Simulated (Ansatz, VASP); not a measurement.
Two plane-wave programs on Pd

```
Pd
1.0
     0.00000    2.97776    2.97776
     2.97776    0.00000    2.97776
     2.97776    2.97776    0.00000
Pd
2
Direct
  0.12500 0.12500 0.12500
  0.87500 0.87500 0.87500
```

Alike in both runs: task single point; functional r2SCAN; k mesh 11 × 11 × 11; occupations fermi-dirac, width 0.05 eV; collinear spin.

|  | VASP | Ansatz |
| --- | --- | --- |
| version | VASP 6.6.1 | Ansatz 0.2.0 |
| potentials or method | VASP PAW PBE potentials, release 64 (Pd), cutoff 550 eV | plane waves (500 eV) with PAW, scalar-relativistic |
| valence electrons in the cell | 20 | 36 |

```csv
,VASP,Ansatz,Ansatz less VASP
pressure (GPa),-6.6,-6.5,+0.08
net moment per atom (μB),0.50,0.49,-0.007
size of the moment on the site where the two differ most (μB),0.50,0.49,-0.003
```

VASP's potentials were made for PBE, not for r2SCAN. Site moments also hang on the region over which each program counts them. VASP's potentials hold 20 valence electrons a cell and Ansatz's 36, so a difference there can come from the potentials and not from the codes. Ansatz's warnings: stability check not made.
